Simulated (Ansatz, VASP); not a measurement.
Zn4O in VASP and in Ansatz

The input INCAR:

```
PREC = Accurate ; ENCUT = 600
EDIFF = 1E-6 ; ISMEAR = 0
SIGMA = 0.1 ; LREAL = F
LASPH = T ; NELM = 100
ALGO = Normal ; ISIF = 3
LWAVE = F ; LCHARG = F
GGA = PE ; IBRION = 2
NSW = 100 ; EDIFFG = -0.01
LUSENCCL = F
```

KPOINTS

```
regular mesh
0
Gamma
  12 12 6
```

POSCAR

```
Zn4O
1.0
    4.5811228032      0.0000000000      0.0000000000
   -2.2905614016      3.9673687254      0.0000000000
    0.0000000000      0.0000000000      5.3399628228
Zn O
4 1
Direct
    0.3490941584      0.0000000000      0.6490820762
    0.0000000000      0.3490941584      0.6490820762
    0.6509058416      0.6509058416      0.6490820762
    0.0000000000      0.0000000000      0.2533696528
    0.0000000000      0.0000000000      0.9033669485
```

Input for Ansatz:

```yaml
crystal:
  lattice:
    - [4.5811228032, 0.0, 0.0]
    - [-2.2905614016, 3.9673687254, 0.0]
    - [0.0, 0.0, 5.3399628228]
  atoms:
    - { symbol: Zn, position: [0.3490941584, 0.0, 0.6490820762] }
    - { symbol: Zn, position: [0.0, 0.3490941584, 0.6490820762] }
    - { symbol: Zn, position: [0.6509058416, 0.6509058416, 0.6490820762] }
    - { symbol: Zn, position: [0.0, 0.0, 0.2533696528] }
    - { symbol: O, position: [0.0, 0.0, 0.9033669485] }
basis:
  ecutwfc: 420
kpoints:
  mp_grid: { grid: [12, 12, 6] }
hamiltonian:
  xc: pbe
scf:
  occupations: { method: gaussian, width: 0.1 }
output:
  forces: true
  stress: true
  eigenvalues: true
relax:
  adjacent_minimum: "off"
  f_tol: 0.01
  max_steps: 80
  cell: { stress_tol: 0.05 }
```

Alike in both runs: task relaxation of cell and atoms; functional PBE; k mesh 12 × 12 × 6; occupations gaussian, width 0.1 eV; no spin polarisation.

```csv
,VASP,Ansatz
version,VASP 6.6.1,Ansatz 0.2.0
potentials or method,"VASP PAW PBE potentials, release 64 (Zn, O), cutoff 600 eV","scalar-relativistic, plane waves, PAW"
valence electrons in the cell,54,54
```

```csv
,VASP,Ansatz,Ansatz less VASP
"gap on the k mesh at the Fermi level, each at its own relaxed structure (eV)",none,none,-
relaxed volume (Å³/atom),19.60,19.50,-0.098
relaxed cell length with the largest relative difference (Å),4.598,4.590,-0.0077
```

A gap of «none» marks a metal or a gap that the smearing closes.
